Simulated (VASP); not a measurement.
# VN2 (I4/mcm) in VASP: further runs

Runs on VN2. Level: PBE. Tasks: single point.

Program: VASP 6.6.1. These are calculated values, not measurements. Logs are shortened: lines on timing, memory, paths and dates and some standing lists are left out, and cuts for length are marked.

### Step 1. The cell of the first run

The structure is tetragonal, space group I4/mcm (No. 140). The conventional cell has a = 4.307 Å, b = 4.307 Å, c = 4.844 Å, α = 90.00°, β = 90.00°, γ = 90.00°. V (site symmetry 422) has 8 N at 2.12 Å and 2 V at 2.42 Å within 2.8 Å. N (site symmetry m2m) has 1 N at 1.38 Å within 1.8 Å.

### Step 2. Single point, PBE (strain +0.000 along x and y, -0.025 along z)

File INCAR:

```
SYSTEM = VN2
  PREC = Accurate
  ENCUT = 520
  EDIFF = 1E-7
  ISMEAR = 0
  SIGMA = 0.15
  LREAL = .False.
  LASPH = .True.
  NELM = 60
  ALGO = Normal
  ISIF = 2
  LWAVE = .False.
  LCHARG = .True.
  GGA = PE
  LELF = .True.
  LVHAR = .True.
  NBANDS = 32
```

File KPOINTS:

```
Automatic mesh
0
Gamma
  16 16 16
  0 0 0
```

File POSCAR:

```
VN2
1.0
   -2.1533489894      2.1533489894      2.4221350486
    2.1533489894     -2.1533489894      2.4221350486
    2.1533489894      2.1533489894     -2.4221350486
V N
2 4
Direct
    0.2500000000      0.2500000000      0.0000000000
    0.7500000000      0.7500000000      0.0000000000
    0.1135731475      0.6135731475      0.7271462950
    0.6135731475      0.8864268525      0.5000000000
    0.8864268525      0.3864268525      0.2728537050
    0.3864268525      0.1135731475      0.5000000000
```

Potentials or basis: VASP PAW PBE potentials, release 64 (V_sv, N).

Command:

```bash
$ cat potpaw_PBE.64/V_sv/POTCAR potpaw_PBE.64/N/POTCAR > POTCAR
$ mpirun -np 1 vasp_std > vasp.out
```

OUTCAR:

```text
SYSTEM = VN2
   PREC = Accurate
   ENCUT = 520
   EDIFF = 1E-7
   ISMEAR = 0
   LREAL = .False.
   LASPH = .True.
   NELM = 60
   ISIF = 2
   GGA = PE

 ion  position               nearest neighbor table
   1  0.250  0.250  0.000-   5 2.12   4 2.12   3 2.12   5 2.12   6 2.12   6 2.12   3 2.12   4 2.12
                             2 2.42   2 2.42
   2  0.750  0.750  0.000-   6 2.12   5 2.12   3 2.12   4 2.12   5 2.12   4 2.12   6 2.12   3 2.12
                             1 2.42   1 2.42
   3  0.114  0.614  0.727-   5 1.38   1 2.12   1 2.12   2 2.12   2 2.12
   4  0.614  0.886  0.500-   6 1.38   2 2.12   1 2.12   2 2.12   1 2.12
   5  0.886  0.386  0.273-   3 1.38   2 2.12   1 2.12   2 2.12   1 2.12
   6  0.386  0.114  0.500-   4 1.38   1 2.12   2 2.12   1 2.12   2 2.12

  LATTYP: Found a body centered tetragonal cell.
 ALAT       =     4.3066979788
 C/A-ratio  =     1.1248223398

  Lattice vectors:

 A1 = (  -2.1533489894,   2.1533489894,   2.4221350486)
 A2 = (   2.1533489894,  -2.1533489894,   2.4221350486)
 A3 = (   2.1533489894,   2.1533489894,  -2.4221350486)

Analysis of symmetry for initial positions (statically):
=====================================================================
 Subroutine PRICEL returns:
 Original cell was already a primitive cell.

 Routine SETGRP: Setting up the symmetry group for a
 body centered tetragonal supercell.

 Subroutine GETGRP returns: Found 16 space group operations
 (whereof  8 operations were pure point group operations)
 out of a pool of 16 trial point group operations.

The static configuration has the point symmetry C_4h.
 The point group associated with its full space group is D_4h.

Analysis of symmetry for dynamics (positions and initial velocities):
=====================================================================
 Subroutine PRICEL returns:
 Original cell was already a primitive cell.

 Routine SETGRP: Setting up the symmetry group for a
 body centered tetragonal supercell.

 Subroutine GETGRP returns: Found 16 space group operations
 (whereof  8 operations were pure point group operations)
 out of a pool of 16 trial point group operations.

The dynamic configuration has the point symmetry C_4h.
 The point group associated with its full space group is D_4h.

 Subroutine INISYM returns: Found 16 space group operations
 (whereof  8 operations are pure point group operations),
 and found     1 'primitive' translations

----------------------------------------------------------------------------------------

                                     Primitive cell

  volume of cell :      44.9249

  direct lattice vectors                    reciprocal lattice vectors
    -2.153348989  2.153348989  2.422135049     0.000000000  0.232196454  0.206429448
     2.153348989 -2.153348989  2.422135049     0.232196454  0.000000000  0.206429448
     2.153348989  2.153348989 -2.422135049     0.232196454  0.232196454  0.000000000

  length of vectors
     3.891087500  3.891087500  3.891087500     0.310690055  0.310690055  0.328375375

  position of ions in fractional coordinates (direct lattice)
     0.250000000  0.250000000  0.000000000
     0.750000000  0.750000000  0.000000000
     0.113573147  0.613573147  0.727146295
     0.613573147  0.886426853  0.500000000
     0.886426853  0.386426853  0.272853705
     0.386426853  0.113573147  0.500000000

  ion indices of the primitive-cell ions
   primitive index   ion index
                 1           1
                 2           2
                 3           3
                 4           4
                 5           5
                 6           6

----------------------------------------------------------------------------------------

 KPOINTS: Automatic mesh

Automatic generation of k-mesh.
 Grid dimensions read from file:
 generate k-points for:   16   16   16

 Generating k-lattice:

  Cartesian coordinates                     Fractional coordinates (reciprocal lattice)
     0.000000000  0.014512278  0.012901840     0.062500000  0.000000000  0.000000000
     0.014512278  0.000000000  0.012901840     0.000000000  0.062500000  0.000000000
     0.014512278  0.014512278  0.000000000     0.000000000  0.000000000  0.062500000

  Length of vectors
     0.019418128  0.019418128  0.020523461

  Shift w.r.t. Gamma in fractional coordinates (k-lattice)
     0.000000000  0.000000000  0.000000000

 Subroutine IBZKPT returns following result:
 ===========================================

 Found    349 irreducible k-points:

 Following reciprocal coordinates:
            Coordinates               Weight
  0.000000  0.000000  0.000000      1.000000
  0.062500  0.000000 -0.000000      8.000000
  0.125000  0.000000 -0.000000      8.000000
  0.187500  0.000000  0.000000      8.000000
  0.250000  0.000000 -0.000000      8.000000
  0.312500  0.000000 -0.000000      8.000000
[... 16 lines left out ...]
 -0.125000  0.062500  0.000000     16.000000
 -0.062500  0.062500  0.000000      4.000000
 [... further k-points ...]
   k-points           NKPTS =    349   k-points in BZ     NKDIM =    349   number of bands    NBANDS=     32
   number of dos      NEDOS =    301   number of ions     NIONS =      6
   total plane-waves  NPLWV =  27000
   dimension x,y,z NGX =    30 NGY =   30 NGZ =   30
   dimension x,y,z NGXF=    60 NGYF=   60 NGZF=   60
   ions per type =               2   4
   NGX,Y,Z   is equivalent  to a cutoff of  12.82, 12.82, 12.82 a.u.
   NGXF,Y,Z  is equivalent  to a cutoff of  25.63, 25.63, 25.63 a.u.
 SYSTEM =  VN2
   PREC   = accura    normal or accurate (medium, high low for compatibility)
   ISTART =      0    job   : 0-new  1-cont  2-samecut
   ICHARG =      2    charge: 1-file 2-atom 10-const
   ISPIN  =      1    spin polarized calculation?
   LNONCOLLINEAR =      F non collinear calculations
   LSORBIT =      F    spin-orbit coupling
   LASPH  =      T    aspherical Exc in radial PAW
   ENCUT  =  520.0 eV  38.22 Ry    6.18 a.u.   7.23  7.23  7.23*2*pi/ulx,y,z
   NELM   =     60;   NELMIN=  2; NELMDL= -5     # of ELM steps
   EDIFF  = 0.1E-06   stopping-criterion for ELM
   LREAL  =      F    real-space projection
   EDIFFG = 0.1E-05   stopping-criterion for IOM
   NSW    =      0    number of steps for IOM
   IBRION =     -1    ionic relax: 0-MD 1-quasi-New 2-CG
   NFREE  =      0    steps in history (QN), initial steepest desc. (CG)
   ISIF   =      2    stress and relaxation
   ISYM   =      2    0-nonsym 1-usesym 2-fastsym
   POTIM  = 0.5000    time-step for ionic-motion
   TEBEG  =    0.0;   TEEND  =   0.0 temperature during run
   PSTRESS=    0.0 pullay stress
   NELECT =      46.0000    total number of electrons
   NUPDOWN=      -1.0000    fix difference up-down
   EMIN   =  10.00;   EMAX   =-10.00  energy-range for DOS
   EFERMI =   0.00;   METHOD = LEGACY
   ISMEAR =     0;   SIGMA  =   0.15  broadening in eV -4-tet -1-fermi 0-gaus
   EFERMI_NEDOS =   21; number of points for ismear=-14 and -15
   IALGO  =     38    algorithm
   IMIX   =      4    mixing-type and parameters
     AMIX     =   0.40;   BMIX     =  1.00
     AMIX_MAG =   1.60;   BMIX_MAG =  1.00
  volume/ion in A,a.u.               =       7.49        50.53
  Fermi-wavevector in a.u.,A,eV,Ry     =   1.650055  3.118152 37.044324  2.722681
  Thomas-Fermi vector in A             =   2.739070
   LORBIT       =      0    0 simple, 1 ext, 2 COOP (PROOUT), +10 PAW based schemes
   GGA     = PE    functional components
   LHFCALC =     F    Hartree Fock is set to
   AEXX    =    0.0000 exact exchange contribution
   IVDW    =     0    specifies the selected vdW correction
   LEPSILON=     F    determine dielectric tensor
   LRPA    =     F    only Hartree local field effects (RPA)
 non-spin polarized calculation
 Gauss-broadening in eV      SIGMA  =   0.15
  energy-cutoff  :      520.00
  volume of cell :       44.92
 maximum number of plane-waves:      1230
 NGX is ok and might be reduce to    30
   NGX = 15   NGY = 15   NGZ = 15

 number of electron      45.9999995 magnetization

 Free energy of the ion-electron system (eV)
  ---------------------------------------------------
  ext. energy  EPLUGINS =         0.00000000
  ---------------------------------------------------
  free energy    TOTEN  =       -53.29554282 eV

  energy without entropy =      -53.27353096  energy(sigma->0) =      -53.28453689

 E-fermi :  11.8116     XC(G=0): -13.8139

 val. band max:       11.8103571295   @ k =   0.4375   0.0625  -0.0000
 cond. band min:      11.8121442171   @ k =  -0.0625   0.5000   0.0625
 fundamental gap:      0.0017870877
 Fermi energy:        11.8115788771

 k-point     1 :       0.0000    0.0000    0.0000
  band No.  band energies     occupation
      1     -53.7887      2.00000
      2     -53.5814      2.00000
      3     -27.9745      2.00000
      4     -27.6398      2.00000
      5     -27.6398      2.00000
      6     -27.6155      2.00000
[... 24 lines left out ...]
     31      14.1064      0.00000
     32      16.4953      0.00000

 k-point     2 :       0.0625    0.0000   -0.0000
  band No.  band energies     occupation
      1     -53.7867      2.00000
      2     -53.5834      2.00000
      3     -27.9649      2.00000
      4     -27.6403      2.00000
      5     -27.6400      2.00000
      6     -27.6163      2.00000
[... 24 lines left out ...]
     31      14.1748      0.00000
     32      16.4312      0.00000

 k-point     3 :       0.1250    0.0000   -0.0000
  band No.  band energies     occupation
      1     -53.7808      2.00000
      2     -53.5892      2.00000
      3     -27.9367      2.00000
      4     -27.6417      2.00000
      5     -27.6403      2.00000
      6     -27.6185      2.00000
[... 24 lines left out ...]
     31      14.4015      0.00000
     32      16.2450      0.00000

 k-point     4 :       0.1875    0.0000    0.0000
  band No.  band energies     occupation
      1     -53.7711      2.00000
      2     -53.5987      2.00000
      3     -27.8905      2.00000
      4     -27.6437      2.00000
      5     -27.6407      2.00000
      6     -27.6219      2.00000
[... 654 lines left out ...]
     31      14.5977      0.00000
     32      16.0056      0.00000

 k-point    23 :      -0.1250    0.0625    0.0000
  band No.  band energies     occupation
      1     -53.7856      2.00000
      2     -53.5843      2.00000
      3     -27.9676      2.00000
      4     -27.6551      2.00000
      5     -27.6387      2.00000
      6     -27.6178      2.00000
[... 24 lines left out ...]
     31      14.3646      0.00000
     32      16.2585      0.00000

 k-point    24 :      -0.0625    0.0625    0.0000
  band No.  band energies     occupation
      1     -53.7881      2.00000
      2     -53.5819      2.00000
      3     -27.9758      2.00000
      4     -27.6475      2.00000
      5     -27.6391      2.00000
      6     -27.6163      2.00000
[... 24 lines left out ...]
     31      14.1938      0.00000
     32      16.4051      0.00000

 [... further k-points ...]
[... 5 lines left out ...]
  --------------------------------------------------------------------------------------
  -------------------------------------------------------------------------------------
  Total        1.2298455      1.2298455      4.9110741      0.0000000     -0.0000000      0.0000000
  in kB       43.8605387     43.8605387    175.1458610      0.0000000     -0.0000000      0.0000000
  external PRESSURE =      87.6223128 kB  Pullay stress =       0.0000000 kB

 VOLUME and BASIS-vectors are now :
 -----------------------------------------------------------------------------
  energy-cutoff  :      520.00
  volume of cell :       44.92
      direct lattice vectors                 reciprocal lattice vectors
    -2.153348989  2.153348989  2.422135049     0.000000000  0.232196454  0.206429448
     2.153348989 -2.153348989  2.422135049     0.232196454  0.000000000  0.206429448
     2.153348989  2.153348989 -2.422135049     0.232196454  0.232196454  0.000000000

 POSITION                                       TOTAL-FORCE (eV/Angst)
 -----------------------------------------------------------------------------------
      0.00000      0.00000      1.21107         0.000000     -0.000000      0.000000
      0.00000      0.00000      3.63320         0.000000      0.000000      0.000000
      2.64247      0.48913      0.00000         0.104913      0.104913     -0.000000
      1.66422      0.48913      2.42214        -0.104913      0.104913      0.000000
     -0.48913      1.66422      2.42214        -0.104913     -0.104913      0.000000
      0.48913      1.66422      0.00000         0.104913     -0.104913      0.000000
 -----------------------------------------------------------------------------------
    total drift:                                0.000000     -0.000000      0.000000

  FREE ENERGIE OF THE ION-ELECTRON SYSTEM (eV)
  ---------------------------------------------------
  free  energy   TOTEN  =       -53.2955428169 eV

  energy  without entropy=      -53.2735309619  energy(sigma->0) =      -53.28453689
```

It took 9.3 min on 1 thread of AMD EPYC 7R13 (Zen 3), shared host; peak memory 0.44 GiB.

What came out:

```
Free energy            : -53.2955 eV
Pressure               : 8.8 GPa
Largest force          : 0.148 eV/Å
Band gap on the k mesh : zero (bands 23 and 24 overlap by 0.45 eV)
```

Forces on the atoms (eV/Å):
```
V    0.000  0.000  0.000
V    0.000  0.000  0.000
N    0.105  0.105  0.000
N   -0.105  0.105  0.000
N   -0.105 -0.105  0.000
N    0.105 -0.105  0.000
```

Caveat: the cell differs from its parent crystal (strain +0.000 along x and y, -0.025 along z); the stress differs along the axes, from 4 to 18 GPa; the run has no spin polarisation, though such a crystal can be magnetic.

[end of part 1 of 2]
